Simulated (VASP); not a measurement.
Here is a VASP 6.6.1 calculation.

The input INCAR:

```
ALGO     = Normal         # electronic algorithm
EDIFF    = 1E-6           # SCF threshold, eV
ENCUT    = 500            # plane-wave cutoff, eV
GGA      = PE             # functional
GGA_COMPAT= F            
ISIF     = 2              # what is computed and relaxed
ISMEAR   = 0              # smearing method
LASPH    = T              # aspherical terms in the spheres
LCHARG   = T              # write CHGCAR
LELF     = T              # ELF
LREAL    = F              # projectors in reciprocal space
LVHAR    = T            
LWAVE    = F              # write WAVECAR
NBANDS   = 15             # bands
NELM     = 120            # most SCF steps
PREC     = Accurate       # precision mode
SIGMA    = 0.01           # smearing width, eV
```

Contents of KPOINTS:

```
k-points
0
Gamma
  6 6 6
```

The input POSCAR:

```
CaS
1.0
    0.0000000000      2.8479451031      2.8479451031
    2.8479451031      0.0000000000      2.8479451031
    2.8479451031      2.8479451031      0.0000000000
Ca S
1 1
Direct
    0.0000000000      0.0000000000      0.0000000000
    0.5000000000      0.5000000000      0.5000000000
```

Potentials or basis: VASP PAW PBE potentials, release 64 (Ca_sv, S).

Command:

```bash
$ cat potpaw_PBE.64/Ca_sv/POTCAR potpaw_PBE.64/S/POTCAR > POTCAR
$ mpirun -np 1 vasp_std > vasp.out
```

What does it give for the pressure?

0.6 GPa.

Estimate the band gap on the k mesh.

2.36 eV, indirect (least direct gap 3.16 eV).

A k mesh can miss the band edges. A hybrid or GW would open this gap; PBE tends to underestimate it.
